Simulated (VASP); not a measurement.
# Li2S (Fm-3m) in VASP: notebook, part 2 of 2

VASP 6.6.1.

### Step 3. Single point, LDA

This run uses another cell than the first one, of 14.38 Å³/atom, 0.954 times its volume.

The input, INCAR:

```
PREC = Accurate
ENCUT = 750
EDIFF = 1E-6
ISMEAR = 0
SIGMA = 0.01
LREAL = False
LASPH = True
NELM = 120
ALGO = Normal
ISIF = 2
LWAVE = False
LCHARG = True
LELF = True
LVHAR = True
NBANDS = 13
GGA_COMPAT = False
```

The input, KPOINTS:

```
Automatic mesh
0
Gamma
  6 6 6
```

The input, POSCAR:

```
Li2S
1.0
    3.9364788188      0.0000000000      0.0000000000
    1.9682394094      3.4090906585      0.0000000000
    1.9682394094      1.1363635528      3.2141214964
Li S
2 1
Direct
    0.2500000000      0.2500000000      0.2500000000
    0.7500000000      0.7500000000      0.7500000000
    0.0000000000      0.0000000000      0.0000000000
```

Potentials or basis: VASP PAW LDA potentials, release 64 (Li_sv, S).

The run is started by

```
cat potpaw_LDA.64/Li_sv/POTCAR potpaw_LDA.64/S/POTCAR > POTCAR
mpirun -np 1 vasp_std > vasp.out
```

OUTCAR:

```text
PREC = Accurate
   ENCUT = 750
   EDIFF = 1E-6
   ISMEAR = 0
   LREAL = False
   LASPH = True
   NELM = 120
   ISIF = 2

 ion  position               nearest neighbor table
   1  0.250  0.250  0.250-   3 2.41   3 2.41   3 2.41   3 2.41
   2  0.750  0.750  0.750-   3 2.41   3 2.41   3 2.41   3 2.41
   3  0.000  0.000  0.000-   2 2.41   1 2.41   2 2.41   1 2.41   2 2.41   2 2.41   1 2.41   1 2.41

  LATTYP: Found a face centered cubic cell.
 ALAT       =     5.5670217335

  Lattice vectors:

 A1 = (   3.9364788188,   0.0000000000,   0.0000000000)
[... 436 lines left out ...]
  Direction    XX          YY          ZZ          XY          YZ          ZX
  --------------------------------------------------------------------------------------
  -------------------------------------------------------------------------------------
  Total       -0.0238731     -0.0238731     -0.0238731      0.0000000      0.0000000     -0.0000000
  in kB       -0.8867697     -0.8867697     -0.8867697      0.0000000      0.0000000     -0.0000000
  external PRESSURE =      -0.8867697 kB  Pullay stress =       0.0000000 kB

 VOLUME and BASIS-vectors are now :
 -----------------------------------------------------------------------------
  energy-cutoff  :      750.00
  volume of cell :       43.13
      direct lattice vectors                 reciprocal lattice vectors
     3.936478819  0.000000000  0.000000000     0.254034137 -0.146666677 -0.103709002
     1.968239409  3.409090658  0.000000000     0.000000000  0.293333355 -0.103709002
     1.968239409  1.136363553  3.214121496     0.000000000  0.000000000  0.311127007

 POSITION                                       TOTAL-FORCE (eV/Angst)
 -----------------------------------------------------------------------------------
      1.96824      1.13636      0.80353         0.000000      0.000000      0.000000
      5.90472      3.40909      2.41059        -0.000000     -0.000000     -0.000000
      0.00000      0.00000      0.00000        -0.000000      0.000000     -0.000000
 -----------------------------------------------------------------------------------
    total drift:                                0.000000     -0.000000      0.000000

  FREE ENERGIE OF THE ION-ELECTRON SYSTEM (eV)
  ---------------------------------------------------
  free  energy   TOTEN  =       -13.0135329200 eV

  energy  without entropy=      -13.0135329200  energy(sigma->0) =      -13.01353292
```

stdout:

```text
POSCAR found type information on POSCAR LiS
 POSCAR found :  2 types and       3 ions
 scaLAPACK will be used
 LDA part: xc-table for (Slater(with rela. corr.)+CA(PZ))
 , standard interpolation
 POSCAR, INCAR and KPOINTS ok, starting setup
 FFT: planning ... GRIDC
 FFT: planning ... GRID_SOFT
 FFT: planning ... GRID
 WAVECAR not read
 entering main loop
```

It took 21 s on 1 thread of Intel Xeon 8259CL, shared host; peak memory 0.17 GiB.

Results:

| Quantity | Value |
| --- | --- |
| Free energy | -13.0135 eV |
| Pressure | -0.1 GPa |
| Band gap on the k mesh | 3.12 eV, indirect (least direct gap 4.43 eV) |

### Step 4. Single point, RPBE

This run uses another cell than the first one, of 16.10 Å³/atom, 1.068 times its volume.

INCAR: that of step 3 with these lines changed.

```diff
@@ -11,5 +11,4 @@
 LWAVE = False
-LCHARG = True
-LELF = True
-LVHAR = True
+LCHARG = False
+GGA = RP
 NBANDS = 13
```

KPOINTS is that of step 3.

The input, POSCAR:

```
Li2S
1.0
    4.0876629235      0.0000000000      0.0000000000
    2.0438314618      3.5400199339      0.0000000000
    2.0438314618      1.1800066446      3.3375628011
Li S
2 1
Direct
    0.2500000000      0.2500000000      0.2500000000
    0.7500000000      0.7500000000      0.7500000000
    0.0000000000      0.0000000000      0.0000000000
```

Potentials or basis: VASP PAW PBE potentials, release 64 (Li_sv, S).

The run is started by

```
cat potpaw_PBE.64/Li_sv/POTCAR potpaw_PBE.64/S/POTCAR > POTCAR
mpirun -np 1 vasp_std > vasp.out
```

It took 40 s on 1 thread of Intel Xeon 8259CL, shared host; peak memory 0.23 GiB.

It converged, with:

- Free energy: -11.4565 eV
- Pressure: -0.2 GPa
- Band gap on the k mesh: 3.57 eV, indirect (least direct gap 4.24 eV)

Levels at points of the mesh, in eV from the valence-band top:
| k point | band 3 | band 4 | band 5 | band 6 | band 7 | band 8 | band 9 | band 10 |
| --- | --- | --- | --- | --- | --- | --- | --- | --- |
| (0.00, 0.00, 0.00) | -10.90 | 0.00 | 0.00 | 0.00 | 4.24 | 6.32 | 6.32 | 6.32 |
| (0.50, 0.00, 0.00) | -10.50 | -2.69 | -0.47 | -0.47 | 6.04 | 6.66 | 6.66 | 8.39 |
| (0.50, 0.50, 0.00) | -10.39 | -2.05 | -1.31 | -1.31 | 3.57 | 7.05 | 10.96 | 10.96 |

Caveat: the PAW data sets were made with another functional, which shifts forces and pressure a little.

### Step 5. Relaxation of cell and atoms, PBEsol

This run uses another cell than the first one, of 15.34 Å³/atom, 1.018 times its volume.

The input, INCAR:

```
SYSTEM = Li2S
PREC     = Accurate       ! precision mode
ENCUT    = 750            ! plane-wave cutoff, eV
EDIFF    = 1E-7           ! SCF threshold, eV
ISMEAR   = 0              ! smearing method
SIGMA    = 0.01           ! smearing width, eV
LREAL    = .False.        ! projectors in reciprocal space
LASPH    = .True.         ! aspherical terms in the spheres
NELM     = 120            ! most SCF steps
ALGO     = Normal         ! electronic algorithm
ISIF     = 3              ! what is computed and relaxed
LWAVE    = .False.        ! write WAVECAR
LCHARG   = .False.        ! write CHGCAR
GGA      = PS             ! functional
IBRION   = 2              ! ionic algorithm
NSW      = 80             ! ionic steps
EDIFFG   = -0.01          ! ionic threshold
GGA_COMPAT= .False.      
NELMIN   = 4
```

The input, KPOINTS:

```
Automatic mesh
0
Gamma
  6 6 6
  0 0 0
```

The input, POSCAR:

```
Li2S
1.0
    4.0227300000      0.0000000000      0.0000000000
    2.0113650000      3.4837863726      0.0000000000
    2.0113650000      1.1612621242      3.2845452910
Li S
2 1
Direct
    0.2500000000      0.2500000000      0.2500000000
    0.7500000000      0.7500000000      0.7500000000
    0.0000000000      0.0000000000      0.0000000000
```

The run is started by

```
cat potpaw_PBE.64/Li_sv/POTCAR potpaw_PBE.64/S/POTCAR > POTCAR
mpirun -np 1 vasp_std > vasp.out
```

Run time: 52 s. Hardware: 1 thread of Intel Xeon 8259CL, shared host; peak memory 0.2 GiB.

Results (log left out):

| Item | Value |
| --- | --- |
| Free energy | -12.3772 eV |
| Relaxed volume | 15.06 Å³/atom |
| Relaxed cell | a = 3.998 Å, b = 3.998 Å, c = 3.998 Å, α = 60.00°, β = 60.00°, γ = 60.00° |
| Space group after relaxing (to 0.05 Å) | Fm-3m (No. 225) |
| Energy gained by relaxing | 0.7 meV/atom |
| Ionic steps | 3 |
| Pressure after relaxing | 0.0 GPa |
| Band gap on the k mesh | 3.20 eV, indirect (least direct gap 4.22 eV) |

The path:
| step | energy change (eV) | largest force (eV/Å) | pressure (GPa) | volume (Å³) |
| --- | --- | --- | --- | --- |
| 1 | 0.0000 | 0.0000 | -0.76 | 46.03 |
| 2 | -0.0016 | 0.0000 | -0.33 | 45.55 |
| 3 | -0.0020 | 0.0000 | 0.01 | 45.19 |

Final structure:
```
Li S
1.0
     3.99796    0.00000    0.00000
     1.99898    3.46234    0.00000
     1.99898    1.15411    3.26432
Li S
2 1
Direct
  0.25000 0.25000 0.25000
  0.75000 0.75000 0.75000
  0.00000 0.00000 0.00000
```

Levels at points of the mesh, in eV from the valence-band top:
| k point | band 3 | band 4 | band 5 | band 6 | band 7 | band 8 | band 9 | band 10 |
| --- | --- | --- | --- | --- | --- | --- | --- | --- |
| (0.00, 0.00, 0.00) | -11.08 | 0.00 | 0.00 | 0.00 | 4.22 | 6.16 | 6.16 | 6.16 |
| (0.50, 0.00, 0.00) | -10.62 | -3.00 | -0.53 | -0.53 | 6.11 | 6.49 | 6.49 | 8.35 |
| (0.50, 0.50, 0.00) | -10.49 | -2.25 | -1.49 | -1.49 | 3.20 | 7.08 | 11.14 | 11.14 |

Caveat: the PAW data sets were made with another functional, which shifts forces and pressure a little. PBEsol gaps usually lie below the measured ones, often by a third to a half.

### Step 6. Overview

| task | level | potentials or basis | cell | gap on the mesh (eV) | pressure (GPa) |
| --- | --- | --- | --- | --- | --- |
| single point | PBEsol | VASP PAW PBE potentials, release 64 (Li_sv, S) | a = 3.998 Å, angles 60.0°, 3 atoms | 3.20 | 0.0 |
| single point | LDA | VASP PAW LDA potentials, release 64 (Li_sv, S) | a = 3.936 Å, angles 60.0°, 3 atoms | 3.12 | -0.1 |
| single point | RPBE | VASP PAW PBE potentials, release 64 (Li_sv, S) | a = 4.088 Å, angles 60.0°, 3 atoms | 3.57 | -0.2 |
| relaxation of cell and atoms | PBEsol | VASP PAW PBE potentials, release 64 (Li_sv, S) | relaxed from a = 4.023 Å, angles 60.0°, 3 atoms | 3.20 | 0.0 |

Alike in all rows: no spin polarisation; k mesh 6 × 6 × 6; cutoff (eV) 750; smearing gaussian 0.01 eV.

Caveats: the PAW data sets were made with another functional, which shifts forces and pressure a little (some runs).

Absolute energies hang on the potentials; compare differences alone.
